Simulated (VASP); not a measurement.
A run of VASP 6.6.1 is set up as follows.

The input INCAR:

```
PREC = Accurate
ENCUT = 520
EDIFF = 1E-7
ISMEAR = 1
SIGMA = 0.1
LREAL = F
LASPH = T
NELM = 80
ALGO = Normal
ISIF = 2
LWAVE = F
LCHARG = F
GGA = PS
NBANDS = 20
ISYM = 0
```

KPOINTS

```
Automatic mesh
0
Gamma
  9 9 5
  0.5 0.5 0.5
```

POSCAR

```
Ta2N
1.0
    3.1128615100      0.0000000000      0.0000000000
   -1.5564307500      2.6958171400      0.0000000000
    0.0000000000      0.0000000000      4.8698410000
Ta N
2 1
Direct
    0.6666666703      0.3333333321      0.7452890002
    0.3333333283      0.6666666716      0.2547109998
    0.0000000000      0.0000000000      0.0000000000
```

Potentials or basis: VASP PAW PBE potentials, release 64 (Ta_pv, N).

The run is started by

```sh
$ cat potpaw_PBE.64/Ta_pv/POTCAR potpaw_PBE.64/N/POTCAR > POTCAR
$ mpirun -np 1 vasp_std > vasp.out
```

Task: What does it give for the pressure?

Result: -8.8 GPa.

Task: Estimate the largest force.

Result: 0.266 eV/Å.

Stress tensor (GPa, compression positive):
```
-8.94  0.00  0.00
 0.00 -8.94  0.00
 0.00  0.00 -8.39
```

Caveat: the PAW data sets were made with another functional, which shifts forces and pressure a little.
